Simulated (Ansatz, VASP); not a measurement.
One calculation of NbCd3, two programs

Contents of INCAR:

```
SYSTEM = NbCd3
ALGO = Normal
EDIFF = 1E-6
ENCUT = 520
GGA = CA
ISIF = 2
ISMEAR = -1
LASPH = .TRUE.
LCHARG = .FALSE.
LREAL = .FALSE.
LWAVE = .FALSE.
NBANDS = 32
NELM = 100
PREC = Accurate
SIGMA = 0.08
```

File KPOINTS:

```
k-points
0
G
  9 9 9
  0 0 0
```

Contents of POSCAR:

```
NbCd3
1.0
    4.1867105570      0.0000000000      0.0000000000
    0.0000000000      4.1867105570      0.0000000000
    0.0000000000      0.0000000000      4.1867105570
Nb Cd
1 3
Direct
    0.0000000000      0.0000000000      0.0000000000
    0.0000000000      0.5000000000      0.5000000000
    0.5000000000      0.0000000000      0.5000000000
    0.5000000000      0.5000000000      0.0000000000
```

Input for Ansatz:

```yaml
crystal:
  lattice:
    - [4.186710557, 0.0, 0.0]
    - [0.0, 4.186710557, 0.0]
    - [0.0, 0.0, 4.186710557]
  atoms:
    - { symbol: Nb, position: [0.0, 0.0, 0.0] }
    - { symbol: Cd, position: [0.0, 0.5, 0.5] }
    - { symbol: Cd, position: [0.5, 0.0, 0.5] }
    - { symbol: Cd, position: [0.5, 0.5, 0.0] }
kpoints:
  mp_grid: { grid: [9, 9, 9] }
  band_path:
    path:
      - [0.0, 0.0, 0.0]
      - [0.0, 0.5, 0.0]
      - [0.5, 0.5, 0.0]
      - [0.0, 0.0, 0.0]
      - [0.5, 0.5, 0.5]
      - [0.0, 0.5, 0.0]
      - [0.5, 0.5, 0.5]
      - [0.5, 0.5, 0.0]
    npoints: 5
scf:
  occupations: { method: fermi_dirac, width: 0.08 }
hamiltonian:
  xc: lda
  pseudopotentials: { kind: all_electron, lapw: { basis_error: 0.0005 } }
output:
  forces: true
  stress: true
  eigenvalues: true
```

Change from the starting cell: volume scaled by 0.98.

Alike in both runs: task single point; functional LDA; k mesh 9 × 9 × 9; occupations fermi-dirac, width 0.08 eV; no spin polarisation.

|  | VASP | Ansatz |
| --- | --- | --- |
| version | VASP 6.6.1 | Ansatz 0.2.0 |
| potentials or method | VASP PAW LDA potentials, release 64 (Nb_sv, Cd), cutoff 520 eV | all-electron LAPW, scalar-relativistic |

Ansatz gave:

```
pressure (GPa) : -0.2
```

Task: Estimate VASP's values.

Result: Pressure (GPa): 0.7.

LDA's correlation is that of Perdew and Zunger in VASP and of Perdew and Wang (1992) in Ansatz. Ansatz ran all-electron here, and VASP with PAW potentials.
